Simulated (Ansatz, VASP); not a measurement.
# HfO2: VASP beside Ansatz

File POSCAR:

```
HfO2
1.0
    0.0000000000      2.4776964245      2.4776964245
    2.4776964245      0.0000000000      2.4776964245
    2.4776964245      2.4776964245      0.0000000000
Hf O
1 2
Direct
    0.0000000000      0.0000000000      0.0000000000
    0.2500000000      0.2500000000      0.2500000000
    0.7500000000      0.7500000000      0.7500000000
```

File INCAR.step1:

```
PREC = Accurate
ENCUT = 520
ISMEAR = -1
SIGMA = 0.1
LREAL = False
LASPH = True
NELM = 80
NBANDS = 18
GGA = PE
ALGO = Normal
EDIFF = 1E-4
LWAVE = True
LCHARG = False
```

INCAR.step2

```
PREC = Accurate
ENCUT = 520
EDIFF = 1E-6
ISMEAR = -1
SIGMA = 0.1
LREAL = False
LASPH = True
NELM = 80
ALGO = Normal
ISIF = 2
LWAVE = False
LCHARG = True
METAGGA = R2SCAN
LMIXTAU = True
LELF = True
LVHAR = True
NBANDS = 18
ISTART = 1
```

The input KPOINTS:

```
Automatic mesh
0
Gamma
  11 11 11
```

Input for Ansatz:

```yaml
crystal:
  lattice:
    - [0.0, 2.4776964245, 2.4776964245]
    - [2.4776964245, 0.0, 2.4776964245]
    - [2.4776964245, 2.4776964245, 0.0]
  atoms:
    - { symbol: Hf, position: [0.0, 0.0, 0.0] }
    - { symbol: O, position: [0.25, 0.25, 0.25] }
    - { symbol: O, position: [0.75, 0.75, 0.75] }
kpoints:
  mp_grid: { grid: [11, 11, 11] }
scf:
  occupations: { method: fermi_dirac, width: 0.1 }
hamiltonian:
  xc: r2scan
  pseudopotentials: { kind: paw }
output:
  forces: true
  stress: true
  eigenvalues: true
  populations: true
  write_density: true
  write_potential: true
  elf: true
  volumetric_format: npy
```

Change from the starting cell: volume scaled by 0.94, PAW files.

Alike in both runs: task single point; functional r2SCAN; k mesh 11 × 11 × 11; occupations fermi-dirac, width 0.1 eV; no spin polarisation.

|  | VASP | Ansatz |
| --- | --- | --- |
| version | VASP 6.6.1 | Ansatz 0.2.0 |
| potentials or method | VASP PAW PBE potentials, release 64 (Hf_pv, O) | PAW with Ansatz's default frozen-core files, scalar-relativistic |
| plane-wave cutoff (eV) | 520 | 500 |
| valence electrons in the cell | 22 | 38 |

Ansatz gave:

- gap on the k mesh at the Fermi level (eV): 4.55
- pressure (GPa): 19.0

**Question.** Estimate VASP's values.

**Answer.** gap on the k mesh at the Fermi level (eV): 4.58; pressure (GPa): 14.5.

VASP's potentials were made for PBE, not for r2SCAN. One of these differences is far larger than is usual between the two programs; its cause wasn't traced. VASP's potentials hold 22 valence electrons a cell and Ansatz's 38, so a difference there can come from the potentials and not from the codes.

Spin-orbit coupling is off throughout.
